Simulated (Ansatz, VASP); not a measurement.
**Two plane-wave programs on K**

INCAR

```
PREC = Accurate ; ENCUT = 520
EDIFF = 1E-7 ; ISMEAR = -1
SIGMA = 0.08 ; LREAL = F
LASPH = T ; NELM = 100
ALGO = Normal ; ISIF = 2
LWAVE = F ; LCHARG = F
GGA = CA ; NBANDS = 10
```

KPOINTS

```
Automatic mesh
0
Gamma
  12 12 12
```

File POSCAR:

```
K
1.0
    0.0000000000      3.1803327112      3.1803327112
    3.1803327112      0.0000000000      3.1803327112
    3.1803327112      3.1803327112      0.0000000000
K
1
Direct
    0.0000000000      0.0000000000      0.0000000000
```

Input for Ansatz:

```yaml
crystal:
  lattice:
    - [0.0, 3.18033271123, 3.18033271123]
    - [3.18033271123, 0.0, 3.18033271123]
    - [3.18033271123, 3.18033271123, 0.0]
  atoms:
    - { symbol: K, position: [0.0, 0.0, 0.0] }
kpoints:
  mp_grid: { grid: [12, 12, 12] }
scf:
  occupations: { method: fermi_dirac, width: 0.08 }
hamiltonian:
  xc: lda
  pseudopotentials: { kind: paw }
output:
  forces: true
  stress: true
  eigenvalues: true
  eigenstates:
    nscf_kmesh: { grid: [20, 20, 20] }
    de_dk: true
    e_range: [-14, 14]
  optics:
    e_range: [0, 20]
    de: 0.2
    sigma: 0.15
    bands: { spectra_wanted_up_to: 20 }
    nscf_kmesh: { grid: [20, 20, 20] }
    drude_damping: 0.1
checkpoint:
  write: ck
  write_wavefunctions: false
```

Alike in both runs: task single point; functional LDA; k mesh 12 × 12 × 12; occupations fermi-dirac, width 0.08 eV; no spin polarisation.

|  | VASP | Ansatz |
| --- | --- | --- |
| version | VASP 6.6.1 | Ansatz 0.2.0 |
| potentials or method | VASP PAW LDA potentials, release 64 (K_sv) | PAW with Ansatz's default frozen-core files, scalar-relativistic |
| plane-wave cutoff (eV) | 520 | 420 |
| valence electrons in the cell | 9 | 9 |

```tsv
	VASP	Ansatz	Ansatz less VASP
pressure (GPa)	0.0	0.0	+0.02
```

LDA's correlation is that of Perdew and Zunger in VASP and of Perdew and Wang (1992) in Ansatz. Ansatz's warnings: optics on partly filled bands.
